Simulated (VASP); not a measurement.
Ti, 2 atoms in the cell. It takes space group P6_3/mmc (No. 194, hexagonal). Conventional cell: a = 2.939 Å, b = 2.939 Å, c = 4.650 Å, α = 90.00°, β = 90.00°, γ = 120.00°. Ti (site symmetry -6m2) has 12 Ti at 2.88 to 2.94 Å within 3.8 Å. 

* Program: VASP 6.6.1
* Task: single point
* Functional: PBE
* Potentials or basis: VASP PAW PBE potentials, release 64 (Ti_sv)
* Cutoff: 520 eV
* k mesh: 18 × 18 × 10
* Occupations: gaussian, width 0.1 eV
* Spin: no spin polarisation
* Dipole correction: no
* Further INCAR settings: ALGO = Fast; EDIFF = 1e-06; NBANDS = 19

Potentials or basis: VASP PAW PBE potentials, release 64 (Ti_sv).

Launch:

```console
$ cat potpaw_PBE.64/Ti_sv/POTCAR > POTCAR
$ mpirun -np 1 vasp_std > vasp.out
```

Hardware: 1 thread of Intel(R) Xeon(R) Platinum 8175M CPU @ 2.50GHz (Skylake/Cascade Lake) (shared host).

Problem. How long does it take, and how much memory?

Solution. It took 7.2 min on 1 thread of Intel(R) Xeon(R) Platinum 8175M CPU @ 2.50GHz (Skylake/Cascade Lake), on a shared host, peak memory 0.24 GiB. Counts: scf iterations 36, k points 222.
